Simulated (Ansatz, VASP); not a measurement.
# Two plane-wave programs on Mg3Zn2O

```
CELL_PARAMETERS angstrom
5.72635 0.00000 0.00000
-2.86317 4.95916 0.00000
0.00000 0.00000 4.35095
ATOMIC_POSITIONS crystal
Mg 0.50000 0.00000 0.50000
Mg 0.50000 0.50000 0.50000
Mg 0.00000 0.50000 0.50000
Zn 0.33333 0.66667 0.00000
Zn 0.66667 0.33333 0.00000
O 0.00000 0.00000 0.00000
```

Change from the starting cell: species swapped into the SmB2Rh3 type (P6/mmm, No. 191).

Alike in both runs: functional PBE; k mesh 6 × 6 × 6; occupations gaussian, width 0.1 eV; no spin polarisation.

Ansatz relaxed the structure, and its values are those at the end. VASP's run is a single point on that final structure, the one shown.

|  | VASP | Ansatz |
| --- | --- | --- |
| version | VASP 6.6.1 | Ansatz 0.2.0 |
| potentials or method | VASP PAW PBE potentials, release 64 (Mg, Zn, O), cutoff 520 eV | scalar-relativistic, plane waves, PAW |
| valence electrons in the cell | 36 | 60 |

|  | VASP | Ansatz | Ansatz less VASP |
| --- | --- | --- | --- |
| gap on the k mesh at the Fermi level (eV) | none | none | - |
| pressure (GPa) | -0.1 | -0.1 | +0.05 |

A gap of «none» marks a metal or a gap that the smearing closes. The functional is the same, so the differences come from potentials, cutoffs and numerics. VASP's potentials hold 36 valence electrons a cell and Ansatz's 60, so a difference there can come from the potentials and not from the codes.
